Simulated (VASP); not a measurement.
# FeO (P-1) in VASP: single point with PBE+U

Aim: the single point of FeO with PBE+U.

Program: VASP 6.6.1. These are calculated values, not measurements. Logs are shortened: lines on timing, memory, paths and dates and some standing lists are left out, and cuts for length are marked.

## (1) The cell of the first run

The typed cell holds 4 atoms: a = 3.147 Å, b = 3.183 Å, c = 5.445 Å, α = 87.04°, β = 88.50°, γ = 60.44°.

## (2) Single point, PBE+U

Contents of INCAR:

```
SYSTEM = FeO
PREC     = Accurate       ! precision mode
ENCUT    = 520            ! plane-wave cutoff, eV
EDIFF    = 1E-6           ! SCF threshold, eV
ISMEAR   = 0              ! smearing method
SIGMA    = 0.02           ! smearing width, eV
LREAL    = .False.        ! projectors in reciprocal space
LASPH    = .True.         ! aspherical terms in the spheres
NELM     = 150            ! most SCF steps
ALGO     = Normal         ! electronic algorithm
ISIF     = 2              ! what is computed and relaxed
LWAVE    = .False.        ! write WAVECAR
LCHARG   = .False.        ! write CHGCAR
LMAXMIX  = 4              ! l up to which the mixer works
LDAU     = .True.         ! DFT+U
LDAUTYPE = 2            
LDAUL    = 2 -1           ! shell
LDAUU    = 5.3 0          ! U, eV
LDAUJ    = 0 0          
LDAUPRINT= 1            
GGA      = PE             ! functional
NBANDS   = 22             ! bands
```

Contents of KPOINTS:

```
Automatic mesh
0
Gamma
  10 10 6
  0 0 0
```

Contents of POSCAR:

```
FeO
1.0
    3.1472762474      0.0000000000      0.0000000000
    1.5707114454      2.7689475114      0.0000000000
    0.1426632272      0.2420231172      5.4376706290
Fe O
2 2
Direct
    0.5000000000      0.5000000000      0.0000000000
    0.5000000000      0.5000000000      0.5000000000
    0.1637630000      0.1709330000      0.2557010000
    0.8362370000      0.8290670000      0.7442990000
```

Potentials or basis: VASP PAW PBE potentials, release 64 (Fe, O).

On the command line:

```sh
> cat potpaw_PBE.64/Fe/POTCAR potpaw_PBE.64/O/POTCAR > POTCAR
> mpirun -np 1 vasp_std > vasp.out
```

OUTCAR:

```text
SYSTEM = FeO
   PREC = Accurate
   ENCUT = 520
   EDIFF = 1E-6
   ISMEAR = 0
   LREAL = .False.
   LASPH = .True.
   NELM = 150
   ISIF = 2
   GGA = PE

 ion  position               nearest neighbor table
   1  0.500  0.500  0.000-   3 2.24   4 2.24   3 2.29   4 2.29   4 2.37   3 2.37   2 2.72   2 2.72

   2  0.500  0.500  0.500-   3 2.24   4 2.24   3 2.25   4 2.25   3 2.30   4 2.30   1 2.72   1 2.72

   3  0.164  0.171  0.256-   2 2.24   1 2.24   2 2.25   1 2.29   2 2.30   1 2.37
   4  0.836  0.829  0.744-   2 2.24   1 2.24   2 2.25   1 2.29   2 2.30   1 2.37

  LATTYP: Found a triclinic cell.
 ALAT       =     3.1834265761
 B/A-ratio  =     0.9886442084
 C/A-ratio  =     1.7103970141
 COS(alpha) =     0.0262011454
 COS(beta)  =     0.0515897754
 COS(gamma) =     0.4934027558

  Lattice vectors:

 A1 = (  -1.5707114454,  -2.7689475114,   0.0000000000)
 A2 = (  -3.1472762474,   0.0000000000,   0.0000000000)
 A3 = (  -0.1426632272,  -0.2420231172,  -5.4376706290)

Analysis of symmetry for initial positions (statically):
=====================================================================
 Subroutine PRICEL returns:
 Original cell was already a primitive cell.

 Routine SETGRP: Setting up the symmetry group for a
 triclinic supercell.

 Subroutine GETGRP returns: Found  2 space group operations
 (whereof  2 operations were pure point group operations)
 out of a pool of  2 trial point group operations.

The static configuration has the point symmetry S_2 .

Analysis of symmetry for dynamics (positions and initial velocities):
=====================================================================
 Subroutine PRICEL returns:
 Original cell was already a primitive cell.

 Routine SETGRP: Setting up the symmetry group for a
 triclinic supercell.

 Subroutine GETGRP returns: Found  2 space group operations
 (whereof  2 operations were pure point group operations)
 out of a pool of  2 trial point group operations.

The dynamic configuration has the point symmetry S_2 .

 Subroutine INISYM returns: Found  2 space group operations
 (whereof  2 operations are pure point group operations),
 and found     1 'primitive' translations

[... 174 lines left out ...]

 onsite density matrix

spin component  1

  0.6599 -0.0078  0.0114 -0.4095 -0.0156
 -0.0078  0.3746  0.0185  0.0117 -0.3917
  0.0114  0.0185  0.9621  0.0142  0.0131
 -0.4095  0.0117  0.0142  0.4066 -0.0064
 -0.0156 -0.3917  0.0131 -0.0064  0.7006

spin component  2

  0.6599 -0.0078  0.0114 -0.4095 -0.0156
 -0.0078  0.3746  0.0185  0.0117 -0.3917
  0.0114  0.0185  0.9621  0.0142  0.0131
 -0.4095  0.0117  0.0142  0.4066 -0.0064
 -0.0156 -0.3917  0.0131 -0.0064  0.7006

 occupancies and eigenvectors

  o =  0.1020  v = -0.5507 -0.3202  0.0298 -0.7344 -0.2324  0.0000  0.0000  0.0000  0.0000  0.0000      0.0000  0.0000  0.0000  0.0000  0.0000  0.0000  0.0000  0.0000  0.0000  0.0000
  o =  0.1020  v =  0.0000  0.0000  0.0000  0.0000  0.0000 -0.5507 -0.3202  0.0298 -0.7344 -0.2324      0.0000  0.0000  0.0000  0.0000  0.0000  0.0000  0.0000  0.0000  0.0000  0.0000
  o =  0.1144  v =  0.2212 -0.7675  0.0160  0.3288 -0.5037  0.0000  0.0000  0.0000  0.0000  0.0000      0.0000  0.0000  0.0000  0.0000  0.0000  0.0000  0.0000  0.0000  0.0000  0.0000
  o =  0.1144  v =  0.0000  0.0000  0.0000  0.0000  0.0000  0.2212 -0.7675  0.0160  0.3288 -0.5037      0.0000  0.0000  0.0000  0.0000  0.0000  0.0000  0.0000  0.0000  0.0000  0.0000
  o =  0.9620  v =  0.0000  0.0000  0.0000  0.0000  0.0000  0.3577 -0.4564 -0.3957 -0.2909  0.6500      0.0000  0.0000  0.0000  0.0000  0.0000  0.0000  0.0000  0.0000  0.0000  0.0000
  o =  0.9620  v =  0.3577 -0.4564 -0.3957 -0.2909  0.6500  0.0000  0.0000  0.0000  0.0000  0.0000      0.0000  0.0000  0.0000  0.0000  0.0000  0.0000  0.0000  0.0000  0.0000  0.0000
  o =  0.9621  v =  0.6693  0.2873 -0.1331 -0.4854 -0.4649  0.0000  0.0000  0.0000  0.0000  0.0000      0.0000  0.0000  0.0000  0.0000  0.0000  0.0000  0.0000  0.0000  0.0000  0.0000
  o =  0.9621  v =  0.0000  0.0000  0.0000  0.0000  0.0000  0.6693  0.2873 -0.1331 -0.4854 -0.4649      0.0000  0.0000  0.0000  0.0000  0.0000  0.0000  0.0000  0.0000  0.0000  0.0000
  o =  0.9632  v = -0.2682  0.1328 -0.9080  0.1797 -0.2317  0.0000  0.0000  0.0000  0.0000  0.0000      0.0000  0.0000  0.0000  0.0000  0.0000  0.0000  0.0000  0.0000  0.0000  0.0000
  o =  0.9632  v =  0.0000  0.0000  0.0000  0.0000  0.0000 -0.2682  0.1328 -0.9080  0.1797 -0.2317      0.0000  0.0000  0.0000  0.0000  0.0000  0.0000  0.0000  0.0000  0.0000  0.0000

 number of electron      27.9999975 magnetization

 Free energy of the ion-electron system (eV)
  ---------------------------------------------------
  ext. energy  EPLUGINS =         0.00000000
  ---------------------------------------------------
  free energy    TOTEN  =       -21.21185861 eV

  energy without entropy =      -21.21185861  energy(sigma->0) =      -21.21185861

 E-fermi :   1.8424     XC(G=0): -11.1885

 val. band max:        1.7096891200   @ k =   0.0000   0.0000   0.0000
 cond. band min:       4.1025255169   @ k =   0.0000   0.0000   0.0000
 fundamental gap:      2.3928363969
 Fermi energy:         1.8423736799

 k-point     1 :       0.0000    0.0000    0.0000
  band No.  band energies     occupation
      1     -15.0236      2.00000
      2     -14.3137      2.00000
      3      -3.0659      2.00000
      4      -0.9171      2.00000
      5      -0.4708      2.00000
      6      -0.3757      2.00000
[... 589 lines left out ...]
     21      11.7140      0.00000
     22      12.9545      0.00000

 [... further k-points ...]
[... 5 lines left out ...]
  --------------------------------------------------------------------------------------
  -------------------------------------------------------------------------------------
  Total       -8.2924143     -8.6095662     -9.5789248      0.0446262     -0.2792847     -0.2293617
  in kB     -280.3684164   -291.0913955   -323.8656311      1.5088229     -9.4426789     -7.7547724
  external PRESSURE =    -298.4418143 kB  Pullay stress =       0.0000000 kB

 VOLUME and BASIS-vectors are now :
 -----------------------------------------------------------------------------
  energy-cutoff  :      520.00
  volume of cell :       47.39
      direct lattice vectors                 reciprocal lattice vectors
     3.147276247  0.000000000  0.000000000     0.317735058 -0.180238191 -0.000313976
     1.570711445  2.768947511  0.000000000     0.000000000  0.361148052 -0.016074195
     0.142663227  0.242023117  5.437670629     0.000000000  0.000000000  0.183902275

 POSITION                                       TOTAL-FORCE (eV/Angst)
 -----------------------------------------------------------------------------------
      2.35899      1.38447      0.00000        -0.000000     -0.000000      0.000000
      2.43033      1.50549      2.71884        -0.000000     -0.000000      0.000000
      0.82037      0.53519      1.39042         0.011212      0.019410     -0.231299
      4.04028      2.47578      4.04725        -0.011212     -0.019410      0.231299
 -----------------------------------------------------------------------------------
    total drift:                                0.000000     -0.000000      0.000000

  FREE ENERGIE OF THE ION-ELECTRON SYSTEM (eV)
  ---------------------------------------------------
  free  energy   TOTEN  =       -21.2118586072 eV

  energy  without entropy=      -21.2118586072  energy(sigma->0) =      -21.21185861
```

Run time: 8 min. Hardware: 1 thread of Intel Xeon Platinum 8259CL at 2.50GHz (Skylake/Cascade Lake), shared host; peak memory 0.37 GiB.

What came out:

```
Free energy            : -21.2119 eV
Pressure               : -29.8 GPa
Largest force          : 0.232 eV/Å
Band gap on the k mesh : 2.39 eV
```

Forces in eV/Å, atoms in the order of the input:
```
Fe   0.000  0.000  0.000
Fe   0.000  0.000  0.000
O    0.011  0.019 -0.231
O   -0.011 -0.019  0.231
```

Eigenvalues of the final occupation matrices:
| site | spin | trace | eigenvalues |
| --- | --- | --- | --- |
| site 1 d | 1 | 3.10 | 0.09 0.12 0.96 0.96 0.96 |
| site 1 d | 2 | 3.10 | 0.09 0.12 0.96 0.96 0.96 |
| site 2 d | 1 | 3.10 | 0.10 0.11 0.96 0.96 0.96 |
| site 2 d | 2 | 3.10 | 0.10 0.11 0.96 0.96 0.96 |

Caveat: the cell stands under tension. A k mesh can miss the band edges.
